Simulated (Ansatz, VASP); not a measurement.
One calculation of CdS3, two programs

```xyz
4
Lattice="4.3563 0.0000 0.0000 0.0000 4.3563 0.0000 0.0000 0.0000 4.3563" Properties=species:S:1:pos:R:3 pbc="T T T"
Cd    0.0000    0.0000    0.0000
S     0.0000    2.1782    2.1782
S     2.1782    0.0000    2.1782
S     2.1782    2.1782    0.0000
```

Change from the starting cell: species swapped into the TlHg3 type (Pm-3m, No. 221).

Alike in both runs: task relaxation of cell and atoms; functional PBE; k mesh 4 × 4 × 4; occupations gaussian, width 0.1 eV; no spin polarisation.

```csv
,VASP,Ansatz
version,VASP 6.6.1,Ansatz 0.2.0
potentials or method,"VASP PAW PBE potentials, release 64 (Cd, S), cutoff 500 eV","scalar-relativistic, plane waves, PAW"
valence electrons in the cell,30,38
```

Ansatz gave:

- gap on the k mesh at the Fermi level, each at its own relaxed structure (eV): none
- relaxed volume (Å³/atom): 18.63
- relaxed cell length with the largest relative difference (Å): 4.208

**Question.** Estimate VASP's values.

**Answer.** gap on the k mesh at the Fermi level, each at its own relaxed structure (eV): none; relaxed volume (Å³/atom): 18.62; relaxed cell length with the largest relative difference (Å): 4.207.

A gap of «none» marks a metal or a gap that the smearing closes. VASP's potentials hold 30 valence electrons a cell and Ansatz's 38, so a difference there can come from the potentials and not from the codes.

The k mesh is coarse, so the values compare programs but aren't converged.
